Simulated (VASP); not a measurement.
# Mn in VASP: a series of runs

Runs on Mn. Level: PBEsol. Tasks: single point, relaxation of cell and atoms.

Program: VASP 6.6.1. These are calculated values, not measurements. Logs are shortened: lines on timing, memory, paths and dates and some standing lists are left out, and cuts for length are marked.

## Step 1: The cell of the first run

The typed cell holds 1 atom: a = 2.448 Å, b = 2.448 Å, c = 2.448 Å, α = 120.01°, β = 120.01°, γ = 89.98°.

This isn't the form of Mn at room conditions, which is a 58-atom cubic cell.

## Step 2: Single point, PBEsol, collinear spin, ferromagnetic start

Contents of INCAR:

```
  PREC = Accurate
  ENCUT = 500
  EDIFF = 1E-6
  ISMEAR = 0
  SIGMA = 0.1
  LREAL = F
  LASPH = T
  NELM = 200
  ALGO = Normal
  ISIF = 2
  LWAVE = F
  LCHARG = F
  ISPIN = 2
  MAGMOM = 1.55
  LORBIT = 11
  LMAXMIX = 4
  GGA = PS
  NBANDS = 16
  GGA_COMPAT = F
```

Contents of KPOINTS:

```
regular mesh
0
Gamma
  10 10 10
```

Contents of POSCAR:

```
Mn
1.0
   -1.2236993686      1.2236993686      1.7311178686
    1.2236993686     -1.2236993686      1.7311178686
    1.2236993686      1.2236993686     -1.7311178686
Mn
1
Direct
    0.0000000000      0.0000000000      0.0000000000
```

Potentials or basis: VASP PAW PBE potentials, release 64 (Mn_pv).

The run is started by

```console
> cat potpaw_PBE.64/Mn_pv/POTCAR > POTCAR
> mpirun -np 1 vasp_std > vasp.out
```

OUTCAR:

```text
PREC = Accurate
   ENCUT = 500
   EDIFF = 1E-6
   ISMEAR = 0
   LREAL = F
   LASPH = T
   NELM = 200
   ISIF = 2
   ISPIN = 2
   LORBIT = 11
   GGA = PS

 ion  position               nearest neighbor table
   1  0.000  0.000  0.000-

  LATTYP: Found a body centered tetragonal cell.
 ALAT       =     2.4473987372
 C/A-ratio  =     1.4146594442

  Lattice vectors:

 A1 = (  -1.2236993686,   1.2236993686,   1.7311178686)
 A2 = (   1.2236993686,  -1.2236993686,   1.7311178686)
 A3 = (   1.2236993686,   1.2236993686,  -1.7311178686)

Analysis of symmetry for initial positions (statically):
=====================================================================
 Subroutine PRICEL returns:
 Original cell was already a primitive cell.

 Routine SETGRP: Setting up the symmetry group for a
 body centered tetragonal supercell.

 Subroutine GETGRP returns: Found 16 space group operations
 (whereof 16 operations were pure point group operations)
 out of a pool of 16 trial point group operations.

The static configuration has the point symmetry D_4h.

Analysis of symmetry for dynamics (positions and initial velocities):
=====================================================================
 Subroutine PRICEL returns:
 Original cell was already a primitive cell.

 Routine SETGRP: Setting up the symmetry group for a
 body centered tetragonal supercell.

 Subroutine GETGRP returns: Found 16 space group operations
 (whereof 16 operations were pure point group operations)
 out of a pool of 16 trial point group operations.

The dynamic configuration has the point symmetry D_4h.

Analysis of structural, dynamic, and magnetic symmetry:
=====================================================================
 Subroutine PRICEL returns:
 Original cell was already a primitive cell.

 Routine SETGRP: Setting up the symmetry group for a
 body centered tetragonal supercell.

 Subroutine GETGRP returns: Found 16 space group operations
 (whereof 16 operations were pure point group operations)
 out of a pool of 16 trial point group operations.

The overall configuration has the point symmetry D_4h.

 Subroutine INISYM returns: Found 16 space group operations
 (whereof 16 operations are pure point group operations),
 and found     1 'primitive' translations

----------------------------------------------------------------------------------------

                                     Primitive cell

  volume of cell :      10.3690

  direct lattice vectors                    reciprocal lattice vectors
    -1.223699369  1.223699369  1.731117869     0.000000000  0.408597089  0.288830708
     1.223699369 -1.223699369  1.731117869     0.408597089  0.000000000  0.288830708
     1.223699369  1.223699369 -1.731117869     0.408597089  0.408597089  0.000000000

  length of vectors
     2.447784583  2.447784583  2.447784583     0.500374619  0.500374619  0.577843545

  position of ions in fractional coordinates (direct lattice)
     0.000000000  0.000000000  0.000000000

  ion indices of the primitive-cell ions
   primitive index   ion index
                 1           1

----------------------------------------------------------------------------------------

 KPOINTS: regular mesh

Automatic generation of k-mesh.
 Grid dimensions read from file:
 generate k-points for:   10   10   10

 Generating k-lattice:

  Cartesian coordinates                     Fractional coordinates (reciprocal lattice)
     0.000000000  0.040859709  0.028883071     0.100000000  0.000000000  0.000000000
     0.040859709  0.000000000  0.028883071     0.000000000  0.100000000  0.000000000
     0.040859709  0.040859709  0.000000000     0.000000000  0.000000000  0.100000000

  Length of vectors
     0.050037462  0.050037462  0.057784355

  Shift w.r.t. Gamma in fractional coordinates (k-lattice)
     0.000000000  0.000000000  0.000000000

 Subroutine IBZKPT returns following result:
 ===========================================

 Found    102 irreducible k-points:

 Following reciprocal coordinates:
            Coordinates               Weight
  0.000000  0.000000  0.000000      1.000000
  0.100000 -0.000000  0.000000      8.000000
  0.200000 -0.000000  0.000000      8.000000
  0.300000 -0.000000  0.000000      8.000000
  0.400000 -0.000000  0.000000      8.000000
  0.500000 -0.000000  0.000000      4.000000
[... 16 lines left out ...]
  0.300000  0.300000  0.000000      8.000000
  0.400000  0.300000  0.000000     16.000000
 [... further k-points ...]
   k-points           NKPTS =    102   k-points in BZ     NKDIM =    102   number of bands    NBANDS=     16
   number of dos      NEDOS =    301   number of ions     NIONS =      1
   total plane-waves  NPLWV =   5832
   dimension x,y,z NGX =    18 NGY =   18 NGZ =   18
   dimension x,y,z NGXF=    36 NGYF=   36 NGZF=   36
   ions per type =               1
   NGX,Y,Z   is equivalent  to a cutoff of  12.23, 12.23, 12.23 a.u.
   NGXF,Y,Z  is equivalent  to a cutoff of  24.45, 24.45, 24.45 a.u.
 SYSTEM =  unknown system
   PREC   = accura    normal or accurate (medium, high low for compatibility)
   ISTART =      0    job   : 0-new  1-cont  2-samecut
   ICHARG =      2    charge: 1-file 2-atom 10-const
   ISPIN  =      2    spin polarized calculation?
   LNONCOLLINEAR =      F non collinear calculations
   LSORBIT =      F    spin-orbit coupling
   LASPH  =      T    aspherical Exc in radial PAW
   ENCUT  =  500.0 eV  36.75 Ry    6.06 a.u.   4.46  4.46  4.46*2*pi/ulx,y,z
   NELM   =    200;   NELMIN=  2; NELMDL= -5     # of ELM steps
   EDIFF  = 0.1E-05   stopping-criterion for ELM
   LREAL  =      F    real-space projection
   EDIFFG = 0.1E-04   stopping-criterion for IOM
   NSW    =      0    number of steps for IOM
   IBRION =     -1    ionic relax: 0-MD 1-quasi-New 2-CG
   NFREE  =      0    steps in history (QN), initial steepest desc. (CG)
   ISIF   =      2    stress and relaxation
   ISYM   =      2    0-nonsym 1-usesym 2-fastsym
   POTIM  = 0.5000    time-step for ionic-motion
   TEBEG  =    0.0;   TEEND  =   0.0 temperature during run
   PSTRESS=    0.0 pullay stress
   NELECT =      13.0000    total number of electrons
   NUPDOWN=      -1.0000    fix difference up-down
   EMIN   =  10.00;   EMAX   =-10.00  energy-range for DOS
   EFERMI =   0.00;   METHOD = LEGACY
   ISMEAR =     0;   SIGMA  =   0.10  broadening in eV -4-tet -1-fermi 0-gaus
   EFERMI_NEDOS =   21; number of points for ismear=-14 and -15
   IALGO  =     38    algorithm
   IMIX   =      4    mixing-type and parameters
     AMIX     =   0.40;   BMIX     =  1.00
     AMIX_MAG =   1.60;   BMIX_MAG =  1.00
  volume/ion in A,a.u.               =      10.37        69.97
  Fermi-wavevector in a.u.,A,eV,Ry     =   1.765268  3.335872 42.398069  3.116170
  Thomas-Fermi vector in A             =   2.833082
   LORBIT       =     11    0 simple, 1 ext, 2 COOP (PROOUT), +10 PAW based schemes
   GGA     = PS    functional components
   LHFCALC =     F    Hartree Fock is set to
   AEXX    =    0.0000 exact exchange contribution
   IVDW    =     0    specifies the selected vdW correction
   LEPSILON=     F    determine dielectric tensor
   LRPA    =     F    only Hartree local field effects (RPA)
 spin polarized calculation
 Gauss-broadening in eV      SIGMA  =   0.10
  energy-cutoff  :      500.00
  volume of cell :       10.37
 maximum number of plane-waves:       274
 NGX is ok and might be reduce to    18
   NGX =  9   NGY =  9   NGZ =  9

 number of electron      13.0000016 magnetization       0.0295105

 Free energy of the ion-electron system (eV)
  ---------------------------------------------------
  ext. energy  EPLUGINS =         0.00000000
  ---------------------------------------------------
  free energy    TOTEN  =        -9.67946362 eV

  energy without entropy =       -9.67081124  energy(sigma->0) =       -9.67513743

 E-fermi :  10.8132     XC(G=0): -14.4123

 val. band max:       10.8047059811   @ k =  -0.3000   0.3000   0.3000
 cond. band min:      10.8204712269   @ k =   0.2000   0.2000   0.0000
 fundamental gap:      0.0157652458
 Fermi energy:        10.8132182377

 spin component 1

 k-point     1 :       0.0000    0.0000    0.0000
  band No.  band energies     occupation
      1     -36.6635      1.00000
      2     -36.6634      1.00000
      3     -36.6634      1.00000
      4       2.3549      1.00000
      5       9.6164      1.00000
      6       9.6193      1.00000
[... 8 lines left out ...]
     15      44.1890      0.00000
     16      44.2737      0.00000
[... 419 lines left out ...]
 k-point    24 :       0.4000    0.3000    0.0000
  band No.  band energies     occupation
      1     -37.3249      1.00000
      2     -37.1407      1.00000
      3     -36.8750      1.00000
      4       7.2226      1.00000
      5       7.7272      1.00000
      6       9.5323      1.00000
[... 8 lines left out ...]
     15      47.5614      0.00000
     16      47.6493      0.00000

 [... further k-points ...]

 spin component 2

 k-point     1 :       0.0000    0.0000    0.0000
  band No.  band energies     occupation
      1     -36.6316      1.00000
      2     -36.6315      1.00000
      3     -36.6315      1.00000
      4       2.3625      1.00000
      5       9.6353      1.00000
      6       9.6382      1.00000
[... 8 lines left out ...]
     15      44.1902      0.00000
     16      44.2831      0.00000
[... 419 lines left out ...]
 k-point    24 :       0.4000    0.3000    0.0000
  band No.  band energies     occupation
      1     -37.2937      1.00000
      2     -37.1093      1.00000
      3     -36.8433      1.00000
      4       7.2477      1.00000
      5       7.7462      1.00000
      6       9.5480      1.00000
[... 8 lines left out ...]
     15      47.5691      0.00000
     16      47.6577      0.00000

 [... further k-points ...]

------------------------ aborting loop because EDIFF is reached ----------------------------------------

  FORCE on cell =-STRESS in cart. coord.  units (eV):
  Direction    XX          YY          ZZ          XY          YZ          ZX
  --------------------------------------------------------------------------------------
  -------------------------------------------------------------------------------------
  Total       -0.0116693     -0.0116693     -0.0158501      0.0000000      0.0000000      0.0000000
  in kB       -1.8030954     -1.8030954     -2.4490987      0.0000000      0.0000000      0.0000000
  external PRESSURE =      -2.0184298 kB  Pullay stress =       0.0000000 kB

 VOLUME and BASIS-vectors are now :
 -----------------------------------------------------------------------------
  energy-cutoff  :      500.00
  volume of cell :       10.37
      direct lattice vectors                 reciprocal lattice vectors
    -1.223699369  1.223699369  1.731117869     0.000000000  0.408597089  0.288830708
     1.223699369 -1.223699369  1.731117869     0.408597089  0.000000000  0.288830708
     1.223699369  1.223699369 -1.731117869     0.408597089  0.408597089  0.000000000

 POSITION                                       TOTAL-FORCE (eV/Angst)
 -----------------------------------------------------------------------------------
      0.00000      0.00000      0.00000        -0.000000      0.000000      0.000000
 -----------------------------------------------------------------------------------
    total drift:                                0.000000      0.000000      0.000000

  FREE ENERGIE OF THE ION-ELECTRON SYSTEM (eV)
  ---------------------------------------------------
  free  energy   TOTEN  =        -9.6794636203 eV

  energy  without entropy=       -9.6708112413  energy(sigma->0) =       -9.67513743

 total charge

# of ion       s       p       d       tot
------------------------------------------
    1        0.446   6.439   5.176  12.061

 magnetization (x)

# of ion       s       p       d       tot
------------------------------------------
    1       -0.000  -0.000   0.030   0.029
```

Run time: 25 s. Hardware: 1 thread of Intel Xeon Platinum 8488C (Sapphire Rapids), shared host; peak memory 0.14 GiB.

Results:

| Item | Value |
| --- | --- |
| Free energy | -9.6795 eV |
| Pressure | -0.2 GPa |
| Net moment | 0.03 μB per cell |
| Site moments | Mn +0.03 μB |
| Valence electrons inside the program's atomic spheres | Mn 12.06 |

Levels at points of the mesh, in eV from the Fermi level:
Spin up:
| k point | band 3 | band 4 | band 5 | band 6 | band 7 | band 8 | band 9 | band 10 | band 11 | band 12 |
| --- | --- | --- | --- | --- | --- | --- | --- | --- | --- | --- |
| (0.00, 0.00, 0.00) | -47.48 | -8.46 | -1.20 | -1.19 | -1.19 | 0.55 | 0.55 | 21.68 | 27.68 | 27.69 |
| (0.50, 0.00, 0.00) | -47.59 | -4.71 | -1.34 | -1.34 | 0.56 | 1.81 | 1.81 | 9.46 | 20.49 | 26.79 |
| (0.50, 0.50, 0.00) | -47.78 | -4.97 | -4.11 | 1.75 | 2.15 | 2.15 | 3.69 | 12.73 | 16.28 | 16.28 |
| (0.50, 0.50, 0.50) | -47.78 | -4.97 | -4.11 | 1.75 | 2.15 | 2.15 | 3.68 | 12.72 | 16.29 | 16.29 |
Spin down:
```
           k point  band 2  band 3  band 4  band 5  band 6  band 7  band 8  band 9  band 10  band 11
(0.00, 0.00, 0.00)  -47.44  -47.44   -8.45   -1.18   -1.18   -1.18    0.59    0.60    21.68    27.69
(0.50, 0.00, 0.00)  -47.56  -47.56   -4.70   -1.31   -1.31    0.57    1.84    1.84     9.47    20.49
(0.50, 0.50, 0.00)  -47.75  -47.75   -4.94   -4.09    1.79    2.17    2.17    3.70    12.75    16.29
(0.50, 0.50, 0.50)  -47.75  -47.75   -4.94   -4.09    1.79    2.17    2.17    3.69    12.75    16.30
```

Caveat: the PAW data sets were made with another functional, which shifts forces and pressure a little.

## Step 3: Relaxation of cell and atoms, PBEsol, collinear spin, ferromagnetic start

This run uses another cell than the first one, of 13.69 Å³/atom.

Contents of INCAR:

```
SYSTEM = Mn
PREC     = Accurate       ! precision mode
ENCUT    = 500            ! plane-wave cutoff, eV
EDIFF    = 1E-7           ! SCF threshold, eV
ISMEAR   = 0              ! smearing method
SIGMA    = 0.1            ! smearing width, eV
LREAL    = .FALSE.        ! projectors in reciprocal space
LASPH    = .TRUE.         ! aspherical terms in the spheres
NELM     = 200            ! most SCF steps
ALGO     = Normal         ! electronic algorithm
ISIF     = 3              ! what is computed and relaxed
LWAVE    = .FALSE.        ! write WAVECAR
LCHARG   = .FALSE.        ! write CHGCAR
ISPIN    = 2              ! spin polarisation
MAGMOM   = 1.65           ! initial moments
LORBIT   = 11             ! projections on sites
LMAXMIX  = 4              ! l up to which the mixer works
GGA      = PS             ! functional
IBRION   = 2              ! ionic algorithm
NSW      = 90             ! ionic steps
EDIFFG   = -0.04          ! ionic threshold
GGA_COMPAT= .FALSE.      
NELMIN   = 4
```

Contents of KPOINTS:

```
Automatic mesh
0
G
  8 8 8
  0 0 0
```

Contents of POSCAR:

```
Mn
1.0
    0.0000000000      1.8987242364      1.8987242364
    1.8987242364      0.0000000000      1.8987242364
    1.8987242364      1.8987242364      0.0000000000
Mn
1
Direct
    0.0000000000      0.0000000000      0.0000000000
```

Potentials or basis: VASP PAW PBE potentials, release 64 (Mn_pv).

The run is started by

```console
> cat potpaw_PBE.64/Mn_pv/POTCAR > POTCAR
> mpirun -np 1 vasp_std > vasp.out
```

Wall time 27 s (1 thread of Intel Xeon Platinum 8488C (Sapphire Rapids), shared host); peak memory 0.14 GiB.

The run converged. Its results:

```
Free energy                                           : -9.6797 eV
Relaxed volume                                        : 10.34 Å³/atom
Relaxed cell                                          : a = 2.445 Å, b = 2.445 Å, c = 2.445 Å, α = 60.00°, β = 60.00°, γ = 60.00°
Space group after relaxing (to 0.1 Å)                 : Fm-3m (No. 225)
Energy gained by relaxing                             : 592.7 meV/atom
Ionic steps                                           : 3
Pressure after relaxing                               : 0.1 GPa
Net moment                                            : 0.00 μB per cell
Valence electrons inside the program's atomic spheres : Mn 12.07
```

Step by step:
```csv
step,energy change (eV),largest force (eV/Å),pressure (GPa),volume (Å³)
1,0.0000,0.0000,-35.67,13.69
2,-0.1350,0.0000,94.95,8.50
3,-0.5927,0.0000,0.07,10.34
```

Final structure:
```yaml
crystal:
  lattice:
    - [0.00000, 1.72921, 1.72921]
    - [1.72921, 0.00000, 1.72921]
    - [1.72921, 1.72921, 0.00000]
  atoms:
    - { symbol: Mn, position: [0.00000, 0.00000, 0.00000] }
```

Levels at points of the mesh, in eV from the Fermi level:
Spin up:
```
           k point  band 4  band 5  band 6  band 7  band 8  band 9  band 10  band 11
(0.00, 0.00, 0.00)   -8.57   -1.27   -1.27   -1.27    0.51    0.51    21.58    27.63
(0.50, 0.00, 0.00)   -4.81   -1.40   -1.40    0.47    1.77    1.77     9.41    20.41
(0.50, 0.50, 0.00)   -5.05   -4.20    1.72    2.10    2.10    3.60    12.70    16.22
```
Spin down:
```tsv
k point	band 5	band 6	band 7	band 8	band 9	band 10
(0.00, 0.00, 0.00)	-1.27	-1.27	-1.27	0.51	0.51	21.58
(0.50, 0.00, 0.00)	-1.40	-1.40	0.47	1.77	1.77	9.41
(0.50, 0.50, 0.00)	-4.20	1.72	2.10	2.10	3.60	12.70
```

Caveat: the volume moved by over 15 % at a fixed basis, so the end points are rough; the PAW data sets were made with another functional, which shifts forces and pressure a little.
